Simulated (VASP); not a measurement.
# N (P-3m1) in VASP: a series of runs

Runs on N. Level: PBE+D3(BJ). Tasks: single point.

Program: VASP 6.6.1. These are calculated values, not measurements. Logs are shortened: lines on timing, memory, paths and dates and some standing lists are left out, and cuts for length are marked.

## (1) The cell of the first run

Symmetry: P-3m1, No. 164, trigonal system. The conventional cell has a = 3.817 Å, b = 3.817 Å, c = 16.829 Å, α = 90.00°, β = 90.00°, γ = 120.00°. N (site symmetry 3m) has 1 N at 1.10 Å within 1.5 Å. Within 1.5 Å of N (site symmetry 3m) lie 1 N at 1.10 Å. Within 1.5 Å of N (site symmetry 3m) lie 1 N at 1.10 Å. N (site symmetry 3m) has 1 N at 1.10 Å within 1.5 Å.

## (2) Single point, PBE+D3(BJ)

Contents of INCAR:

```
PREC     = Accurate       # precision mode
ENCUT    = 520            # plane-wave cutoff, eV
EDIFF    = 1E-7           # SCF threshold, eV
ISMEAR   = 0              # smearing method
SIGMA    = 0.05           # smearing width, eV
LREAL    = F              # projectors in reciprocal space
LASPH    = T              # aspherical terms in the spheres
NELM     = 60             # most SCF steps
ALGO     = Normal         # electronic algorithm
ISIF     = 2              # what is computed and relaxed
LWAVE    = F              # write WAVECAR
LCHARG   = F              # write CHGCAR
GGA      = PE             # functional
IVDW     = 12             # dispersion correction
NBANDS   = 30             # bands
```

Contents of KPOINTS:

```
Automatic mesh
0
Gamma
  7 7 2
```

Contents of POSCAR:

```
N
1.0
   -3.8165516810      0.0000000000      0.0000000000
   -1.9082758405     -3.3052307106      0.0000000000
    0.0000000000      0.0000000000     16.8290392674
N
8
Direct
    0.3333333333      0.3333333333      0.8037581943
    0.3333333333      0.3333333333      0.3631792928
    0.3333333333      0.3333333333      0.7382679609
    0.3333333333      0.3333333333      0.2976890594
    0.6666666667      0.6666666667      0.1428898421
    0.6666666667      0.6666666667      0.5834687436
    0.6666666667      0.6666666667      0.0773996087
    0.6666666667      0.6666666667      0.5179785102
```

Potentials or basis: VASP PAW PBE potentials, release 64 (N).

Started as:

```bash
$ cat potpaw_PBE.64/N/POTCAR > POTCAR
$ mpirun -np 1 vasp_std > vasp.out
```

OUTCAR:

```text
PREC = Accurate
   ENCUT = 520
   EDIFF = 1E-7
   ISMEAR = 0
   LREAL = F
   LASPH = T
   NELM = 60
   ISIF = 2
   GGA = PE
   IVDW = 12
 IVDW          = 12

 ion  position               nearest neighbor table
   1  0.333  0.333  0.804-   3 1.10
   2  0.333  0.333  0.363-   4 1.10
   3  0.333  0.333  0.738-   1 1.10
   4  0.333  0.333  0.298-   2 1.10
   5  0.667  0.667  0.143-   7 1.10
   6  0.667  0.667  0.583-   8 1.10
   7  0.667  0.667  0.077-   5 1.10
   8  0.667  0.667  0.518-   6 1.10

  LATTYP: Found a hexagonal cell.
 ALAT       =     3.8165516810
 C/A-ratio  =     4.4094881123

  Lattice vectors:

 A1 = (   1.9082758405,   3.3052307106,   0.0000000000)
 A2 = (  -3.8165516810,   0.0000000000,   0.0000000000)
 A3 = (   0.0000000000,   0.0000000000,  16.8290392674)

Analysis of symmetry for initial positions (statically):
=====================================================================
 Subroutine PRICEL returns:
 Original cell was already a primitive cell.

 Routine SETGRP: Setting up the symmetry group for a
 hexagonal supercell.

 Subroutine GETGRP returns: Found 12 space group operations
 (whereof  6 operations were pure point group operations)
 out of a pool of 24 trial point group operations.

The static configuration has the point symmetry C_3v.
 The point group associated with its full space group is D_3d.

Analysis of symmetry for dynamics (positions and initial velocities):
=====================================================================
 Subroutine PRICEL returns:
 Original cell was already a primitive cell.

 Routine SETGRP: Setting up the symmetry group for a
 hexagonal supercell.

 Subroutine GETGRP returns: Found 12 space group operations
 (whereof  6 operations were pure point group operations)
 out of a pool of 24 trial point group operations.

The dynamic configuration has the point symmetry C_3v.
 The point group associated with its full space group is D_3d.

 Subroutine INISYM returns: Found 12 space group operations
 (whereof  6 operations are pure point group operations),
 and found     1 'primitive' translations

----------------------------------------------------------------------------------------

                                     Primitive cell

  volume of cell :     212.2913

  direct lattice vectors                    reciprocal lattice vectors
    -3.816551681  0.000000000  0.000000000    -0.262016627  0.151275370  0.000000000
    -1.908275840 -3.305230711  0.000000000     0.000000000 -0.302550741  0.000000000
     0.000000000  0.000000000 16.829039267     0.000000000  0.000000000  0.059421099

  length of vectors
     3.816551681  3.816551681 16.829039267     0.302550741  0.302550741  0.059421099

  position of ions in fractional coordinates (direct lattice)
     0.333333333  0.333333333  0.803758194
     0.333333333  0.333333333  0.363179293
     0.333333333  0.333333333  0.738267961
     0.333333333  0.333333333  0.297689059
     0.666666667  0.666666667  0.142889842
     0.666666667  0.666666667  0.583468744
     0.666666667  0.666666667  0.077399609
     0.666666667  0.666666667  0.517978510

  ion indices of the primitive-cell ions
   primitive index   ion index
                 1           1
                 2           2
                 3           3
                 4           4
                 5           5
                 6           6
                 7           7
                 8           8

----------------------------------------------------------------------------------------

 KPOINTS: Automatic mesh

Automatic generation of k-mesh.
 Grid dimensions read from file:
 generate k-points for:    7    7    2

 Generating k-lattice:

  Cartesian coordinates                     Fractional coordinates (reciprocal lattice)
    -0.037430947  0.021610767  0.000000000     0.142857143  0.000000000  0.000000000
     0.000000000 -0.043221534  0.000000000     0.000000000  0.142857143  0.000000000
     0.000000000  0.000000000  0.029710549     0.000000000  0.000000000  0.500000000

  Length of vectors
     0.043221534  0.043221534  0.029710549

  Shift w.r.t. Gamma in fractional coordinates (k-lattice)
     0.000000000  0.000000000  0.000000000

 Subroutine IBZKPT returns following result:
 ===========================================

 Found     16 irreducible k-points:

 Following reciprocal coordinates:
            Coordinates               Weight
  0.000000  0.000000  0.000000      1.000000
  0.142857 -0.000000  0.000000      6.000000
  0.285714  0.000000  0.000000      6.000000
  0.428571  0.000000  0.000000      6.000000
  0.285714  0.142857  0.000000      6.000000
  0.428571  0.142857  0.000000     12.000000
[... 8 lines left out ...]
 -0.428571  0.142857  0.500000      6.000000
 -0.428571  0.285714  0.500000      6.000000
   k-points           NKPTS =     16   k-points in BZ     NKDIM =     16   number of bands    NBANDS=     30
   number of dos      NEDOS =    301   number of ions     NIONS =      8
   total plane-waves  NPLWV =  98784
   dimension x,y,z NGX =    28 NGY =   28 NGZ =  126
   dimension x,y,z NGXF=    56 NGYF=   56 NGZF=  252
   ions per type =               8
   NGX,Y,Z   is equivalent  to a cutoff of  12.20, 12.20, 12.45 a.u.
   NGXF,Y,Z  is equivalent  to a cutoff of  24.39, 24.39, 24.89 a.u.
 SYSTEM =  unknown system
   PREC   = accura    normal or accurate (medium, high low for compatibility)
   ISTART =      0    job   : 0-new  1-cont  2-samecut
   ICHARG =      2    charge: 1-file 2-atom 10-const
   ISPIN  =      1    spin polarized calculation?
   LNONCOLLINEAR =      F non collinear calculations
   LSORBIT =      F    spin-orbit coupling
   LASPH  =      T    aspherical Exc in radial PAW
   ENCUT  =  520.0 eV  38.22 Ry    6.18 a.u.   7.10  7.10 31.29*2*pi/ulx,y,z
   NELM   =     60;   NELMIN=  2; NELMDL= -5     # of ELM steps
   EDIFF  = 0.1E-06   stopping-criterion for ELM
   LREAL  =      F    real-space projection
   EDIFFG = 0.1E-05   stopping-criterion for IOM
   NSW    =      0    number of steps for IOM
   IBRION =     -1    ionic relax: 0-MD 1-quasi-New 2-CG
   NFREE  =      0    steps in history (QN), initial steepest desc. (CG)
   ISIF   =      2    stress and relaxation
   ISYM   =      2    0-nonsym 1-usesym 2-fastsym
   POTIM  = 0.5000    time-step for ionic-motion
   TEBEG  =    0.0;   TEEND  =   0.0 temperature during run
   PSTRESS=    0.0 pullay stress
   NELECT =      40.0000    total number of electrons
   NUPDOWN=      -1.0000    fix difference up-down
   EMIN   =  10.00;   EMAX   =-10.00  energy-range for DOS
   EFERMI =   0.00;   METHOD = LEGACY
   ISMEAR =     0;   SIGMA  =   0.05  broadening in eV -4-tet -1-fermi 0-gaus
   EFERMI_NEDOS =   21; number of points for ismear=-14 and -15
   IALGO  =     38    algorithm
   IMIX   =      4    mixing-type and parameters
     AMIX     =   0.40;   BMIX     =  1.00
     AMIX_MAG =   1.60;   BMIX_MAG =  1.00
  volume/ion in A,a.u.               =      26.54       179.08
  Fermi-wavevector in a.u.,A,eV,Ry     =   0.938536  1.773575 11.984679  0.880849
  Thomas-Fermi vector in A             =   2.065757
   LORBIT       =      0    0 simple, 1 ext, 2 COOP (PROOUT), +10 PAW based schemes
   GGA     = PE    functional components
   LHFCALC =     F    Hartree Fock is set to
   AEXX    =    0.0000 exact exchange contribution
   IVDW    =    12    specifies the selected vdW correction
   LEPSILON=     F    determine dielectric tensor
   LRPA    =     F    only Hartree local field effects (RPA)
 non-spin polarized calculation
 Gauss-broadening in eV      SIGMA  =   0.05
  energy-cutoff  :      520.00
  volume of cell :      212.29
 maximum number of plane-waves:      5745
   NGX = 15   NGY = 15   NGZ = 63

 number of electron      39.9999999 magnetization

 Free energy of the ion-electron system (eV)
  ---------------------------------------------------
  ext. energy  EPLUGINS =         0.00000000
  ---------------------------------------------------
  free energy    TOTEN  =       -66.56627286 eV

  energy without entropy =      -66.56627286  energy(sigma->0) =      -66.56627286

 E-fermi :  -6.7660     XC(G=0):  -5.8232

 val. band max:       -6.9866974124   @ k =   0.1429  -0.0000   0.0000
 cond. band min:       0.2497594846   @ k =  -0.4286   0.1429   0.0000
 fundamental gap:      7.2364568970
 Fermi energy:        -6.7659627801

 k-point     1 :       0.0000    0.0000    0.0000
  band No.  band energies     occupation
      1     -25.4815      2.00000
      2     -25.4756      2.00000
      3     -25.4691      2.00000
      4     -25.4645      2.00000
      5     -10.9693      2.00000
      6     -10.7930      2.00000
[... 22 lines left out ...]
     29       2.7874      0.00000
     30       3.6195      0.00000

 k-point     2 :       0.1429   -0.0000    0.0000
  band No.  band energies     occupation
      1     -25.4738      2.00000
      2     -25.4683      2.00000
      3     -25.4625      2.00000
      4     -25.4584      2.00000
      5     -10.9166      2.00000
      6     -10.7539      2.00000
[... 22 lines left out ...]
     29       3.0740      0.00000
     30       3.8775      0.00000

 k-point     3 :       0.2857    0.0000    0.0000
  band No.  band energies     occupation
      1     -25.4564      2.00000
      2     -25.4523      2.00000
      3     -25.4478      2.00000
      4     -25.4450      2.00000
      5     -10.7833      2.00000
      6     -10.6596      2.00000
[... 22 lines left out ...]
     29       3.7992      0.00000
     30       4.5275      0.00000

 k-point     4 :       0.4286    0.0000    0.0000
  band No.  band energies     occupation
      1     -25.4416      2.00000
      2     -25.4389      2.00000
      3     -25.4363      2.00000
      4     -25.4350      2.00000
      5     -10.6430      2.00000
      6     -10.5707      2.00000
[... 22 lines left out ...]
     29       4.8100      0.00000
     30       5.3415      0.00000

 k-point     5 :       0.2857    0.1429    0.0000
  band No.  band energies     occupation
      1     -25.4613      2.00000
      2     -25.4568      2.00000
      3     -25.4519      2.00000
      4     -25.4486      2.00000
      5     -10.8232      2.00000
      6     -10.6870      2.00000
[... 22 lines left out ...]
     29       3.5717      0.00000
     30       4.3268      0.00000
[... 262 lines left out ...]
     29       3.5720      0.00000
     30       4.2745      0.00000

 k-point    14 :       0.4286    0.1429    0.5000
  band No.  band energies     occupation
      1     -25.4450      2.00000
      2     -25.4420      2.00000
      3     -25.4388      2.00000
      4     -25.4371      2.00000
      5     -10.6800      2.00000
      6     -10.5968      2.00000
[... 22 lines left out ...]
     29       4.4455      0.00000
     30       4.9584      0.00000

 k-point    15 :      -0.4286    0.1429    0.5000
  band No.  band energies     occupation
      1     -25.4371      2.00000
      2     -25.4352      2.00000
      3     -25.4332      2.00000
      4     -25.4325      2.00000
      5     -10.5897      2.00000
      6     -10.5426      2.00000
[... 22 lines left out ...]
     29       5.3725      0.00000
     30       5.4376      0.00000

 k-point    16 :      -0.4286    0.2857    0.5000
  band No.  band energies     occupation
      1     -25.4350      2.00000
      2     -25.4335      2.00000
      3     -25.4319      2.00000
      4     -25.4315      2.00000
      5     -10.5621      2.00000
      6     -10.5273      2.00000
[... 22 lines left out ...]
     29       5.3507      0.00000
     30       5.4864      0.00000

------------------------ aborting loop because EDIFF is reached ----------------------------------------

 Edisp (eV)   -0.37473

 E8    (eV) :    -0.0883

  FORCE on cell =-STRESS in cart. coord.  units (eV):
  Direction    XX          YY          ZZ          XY          YZ          ZX
  --------------------------------------------------------------------------------------
  -------------------------------------------------------------------------------------
  Total      -0.26702    -0.26702     7.34183     0.00000     0.00000    -0.00000
  in kB      -2.01522    -2.01522    55.40928     0.00000     0.00000    -0.00000
  external pressure =       17.13 kB  Pullay stress =        0.00 kB

 VOLUME and BASIS-vectors are now :
 -----------------------------------------------------------------------------
  energy-cutoff  :      520.00
  volume of cell :      212.29
      direct lattice vectors                 reciprocal lattice vectors
    -3.816551681  0.000000000  0.000000000    -0.262016627  0.151275370  0.000000000
    -1.908275840 -3.305230711  0.000000000     0.000000000 -0.302550741  0.000000000
     0.000000000  0.000000000 16.829039267     0.000000000  0.000000000  0.059421099

 POSITION                                       TOTAL-FORCE (eV/Angst)
 -----------------------------------------------------------------------------------
     -1.90828     -1.10174     13.52648         0.000000      0.000000      1.760192
     -1.90828     -1.10174      6.11196         0.000000     -0.000000      1.738708
     -1.90828     -1.10174     12.42434        -0.000000     -0.000000     -1.747104
     -1.90828     -1.10174      5.00982        -0.000000      0.000000     -1.738749
     -3.81655     -2.20349      2.40470        -0.000000      0.000000      1.747104
     -3.81655     -2.20349      9.81922         0.000000     -0.000000      1.738749
     -3.81655     -2.20349      1.30256        -0.000000      0.000000     -1.760192
     -3.81655     -2.20349      8.71708         0.000000     -0.000000     -1.738708
 -----------------------------------------------------------------------------------
    total drift:                                0.000000      0.000000     -0.000001

  FREE ENERGIE OF THE ION-ELECTRON SYSTEM (eV)
  ---------------------------------------------------
  free  energy   TOTEN  =       -66.9410054739 eV

  energy  without entropy=      -66.9410054738  energy(sigma->0) =      -66.94100547
```

Wall time 63 s (1 thread of Intel Xeon 6975P-C (Granite Rapids), shared host); peak memory 0.33 GiB.

Results:

```yaml
Free_energy: -66.9410 eV
Pressure: 1.7 GPa
Largest_force: 1.760 eV/Å
Band_gap_on_the_k_mesh: 7.24 eV, indirect (least direct gap 7.30 eV)
Dispersion_energy_per_atom: -0.047 eV
```

Forces on the atoms (eV/Å):
```
N    0.000  0.000  1.760
N    0.000  0.000  1.739
N    0.000  0.000 -1.747
N    0.000  0.000 -1.739
N    0.000  0.000  1.747
N    0.000  0.000  1.739
N    0.000  0.000 -1.760
N    0.000  0.000 -1.739
```

Caveat: the standard files for N, O and F lose accuracy on very short bonds; forces of over 1 eV/Å act on the atoms, so gaps and moduli don't describe the material at rest. Expect the measured gap to be larger: semilocal functionals such as PBE lack the derivative discontinuity.

(Part 1 of 2 ends here.)
